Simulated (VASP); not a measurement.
Input of a VASP 6.6.1 run:

Contents of INCAR:

```
PREC = Accurate ; ENCUT = 520
EDIFF = 1E-7 ; ISMEAR = -1
SIGMA = 0.05 ; LREAL = Auto
LASPH = True ; NELM = 60
ALGO = Normal ; ISIF = 2
LWAVE = False ; LCHARG = False
GGA = PS ; NBANDS = 82
```

File KPOINTS:

```
regular mesh
0
Gamma
  2 3 3
```

File POSCAR:

```
Zn8O7
1.0
   -3.2200000000     -5.5772040000      0.0000000000
    4.8300000000     -2.7886020000      0.0000000000
    0.0000000000      0.0000000000      5.2000000000
Zn O
8 7
Direct
    0.4844186017      0.3223943887      0.0307823077
    0.4819170708      0.6798496828      0.3578236538
    0.2653172418      0.8086609769     -0.0137180769
    0.2828009639      0.1449544728      0.5486425000
   -0.0103423493      0.3428142102      0.0290925000
   -0.0246552951      0.6226910869      0.5103548077
    0.7190428896      0.8418613053     -0.0339473077
    0.7580254940      0.1396851120      0.5129742308
    0.5172564999      0.3255523664      0.4042855769
    0.4340560796      0.8393997052      0.6727109615
    0.2327256216      0.1720814703      0.9239486538
    0.0247681425      0.2990222400      0.4078196154
   -0.0172206800      0.6740891119      0.8767744231
    0.7808422417      0.8253449313      0.3460232692
    0.7390691649      0.1889260271      0.8925344231
```

Potentials or basis: VASP PAW PBE potentials, release 64 (Zn, O).

The run is started by

```console
$ cat potpaw_PBE.64/Zn/POTCAR potpaw_PBE.64/O/POTCAR > POTCAR
$ mpirun -np 1 vasp_std > vasp.out
```

Predict the largest force.

0.089 eV/Å.

What does it give for the band gap on the k mesh?

0.99 eV.

Estimate the pressure.

0.2 GPa.

Stress tensor (GPa, compression positive):
```
-1.14 -0.95  2.93
-0.95 -1.38  1.51
 2.93  1.51  3.25
```

Caveat: the k points lie up to 0.49 Å⁻¹ apart; the PAW data sets were made with another functional, which shifts forces and pressure a little.
